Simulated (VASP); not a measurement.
Ca, 1 atom in the cell. Symmetry: I4/mmm, No. 139, tetragonal system. The conventional cell has a = 4.488 Å, b = 4.488 Å, c = 4.180 Å, α = 90.00°, β = 90.00°, γ = 90.00°. Ca (site symmetry 4/mmm) has 14 Ca at 3.80 to 4.49 Å within 5.0 Å. The cell was generated, and may not be a known phase.

- Program: VASP 6.6.1
- Task: single point
- Functional: PBE
- Potentials or basis: VASP PAW PBE potentials, release 64 (Ca_sv)
- Cutoff: 520 eV
- k mesh: 18 × 18 × 18
- Occupations: gaussian, width 0.1 eV
- Spin: no spin polarisation
- Dipole correction: no
- Further INCAR settings: ALGO = Fast; EDIFF = 1e-07; NBANDS = 11

Potentials or basis: VASP PAW PBE potentials, release 64 (Ca_sv).

The run is started by

```bash
$ cat potpaw_PBE.64/Ca_sv/POTCAR > POTCAR
$ mpirun -np 1 vasp_std > vasp.out
```

Hardware: 1 thread of Intel(R) Xeon(R) Platinum 8375C CPU @ 2.90GHz (Ice Lake), on a shared host.

**Question.** Estimate the wall time of this run.

**Answer.** Wall time 3.2 min on 1 thread of Intel(R) Xeon(R) Platinum 8375C CPU @ 2.90GHz (Ice Lake) (shared host), peak memory 0.33 GiB. Counts: scf iterations 16, k points 480.
